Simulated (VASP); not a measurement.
# Ta: relaxation of cell and atoms with LDA

Ta:

```
Ta
1.0
     2.90037    0.00000    0.00000
    -1.45019    2.51180    0.00000
     0.00000    0.00000    5.16627
Ta
2
Direct
  0.33333 0.66667 0.25000
  0.66667 0.33333 0.75000
```

| Quantity | Value |
| --- | --- |
| Program | VASP 6.6.1 |
| Task | relaxation of cell and atoms |
| Functional | LDA |
| Potentials or basis | VASP PAW LDA potentials, release 64 (Ta_pv) |
| Cutoff | 600 eV |
| k mesh | 11 × 11 × 5 |
| Occupations | fermi-dirac, width 0.05 eV |
| Spin | no spin polarisation |
| Dipole correction | no |
| Further INCAR settings | ALGO = Normal; EDIFF = 1e-06; IBRION = 2; EDIFFG = -0.01; NSW = 80; ISIF = 3 |

* Relaxed volume: 17.75 Å³/atom
* Relaxed cell: a = 2.839 Å, b = 2.839 Å, c = 5.086 Å, α = 90.00°, β = 90.00°, γ = 120.00°
* Space group after relaxing (to 0.05 Å): P6_3/mmc (No. 194)
* Energy gained by relaxing: 40.6 meV/atom
* Ionic steps: 8
* Pressure after relaxing: 0.0 GPa
* Band gap on the k mesh: zero (band 11 reaches 7.10 eV, above the bottom of band 12 at 5.34 eV)

Stress tensor (GPa, compression positive):
```
-0.08  0.00  0.00
 0.00 -0.08  0.00
 0.00  0.00  0.09
```

The path:
| step | energy change (eV) | largest force (eV/Å) | pressure (GPa) | volume (Å³) |
| --- | --- | --- | --- | --- |
| 1 | 0.0000 | 0.0000 | -11.34 | 37.64 |
| 2 | 0.4427 | 0.0000 | 39.31 | 30.83 |
| 3 | -0.0807 | 0.0000 | -0.82 | 35.62 |
| 4 | -0.0811 | 0.0000 | -0.07 | 35.50 |
| 5 | -0.0811 | 0.0000 | 0.17 | 35.46 |
| 6 | -0.0811 | 0.0000 | -0.35 | 35.55 |
| 7 | -0.0811 | 0.0000 | -0.13 | 35.50 |
| 8 | -0.0811 | 0.0000 | -0.03 | 35.49 |

Final structure:
```
CELL_PARAMETERS angstrom
2.83864 0.00000 0.00000
-1.41932 2.45833 0.00000
0.00000 0.00000 5.08609
ATOMIC_POSITIONS crystal
Ta 0.33333 0.66667 0.25000
Ta 0.66667 0.33333 0.75000
```

Levels at points of the mesh, in eV from the Fermi level:
| k point | band 8 | band 9 | band 10 | band 11 | band 12 | band 13 | band 14 | band 15 |
| --- | --- | --- | --- | --- | --- | --- | --- | --- |
| (0.00, 0.00, 0.00) | -5.10 | -0.75 | 0.15 | 0.54 | 0.54 | 1.14 | 1.14 | 3.11 |

Wall time 60 s on 1 thread of Intel Xeon 6975P-C, with other jobs on the host, peak memory 0.17 GiB.

Caveat: spin-orbit coupling is left out, which moves the levels of the heavy elements.
